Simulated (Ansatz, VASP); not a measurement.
## One calculation of V, two programs

```
CELL_PARAMETERS angstrom
0.00000 2.35262 2.35262
2.35262 0.00000 2.35262
2.35262 2.35262 0.00000
ATOMIC_POSITIONS crystal
V 0.00000 0.00000 0.00000
```

Alike in both runs: task single point; functional PBEsol; k mesh 6 × 6 × 6; occupations gaussian, width 0.1 eV; collinear spin.

```csv
,VASP,Ansatz
version,VASP 6.6.1,Ansatz 0.2.0
potentials or method,"VASP PAW PBE potentials, release 64 (V_sv), cutoff 500 eV","scalar-relativistic, plane waves, PAW"
valence electrons in the cell,13,13
```

Ansatz gave:

* gap on the k mesh at the Fermi level (eV): none
* pressure (GPa): -19.0
* net moment per atom (μB): 3.14
* size of the moment on the site where the two differ most (μB): 2.81

Estimate VASP's values.

gap on the k mesh at the Fermi level (eV): none; pressure (GPa): -18.8; net moment per atom (μB): 3.16; size of the moment on the site where the two differ most (μB): 2.55.

VASP's potentials were made for PBE, not for PBEsol. Site moments also hang on the region over which each program counts them. A gap of «none» marks a metal or a gap that the smearing closes.

The k mesh is coarse, so the values compare programs but aren't converged.
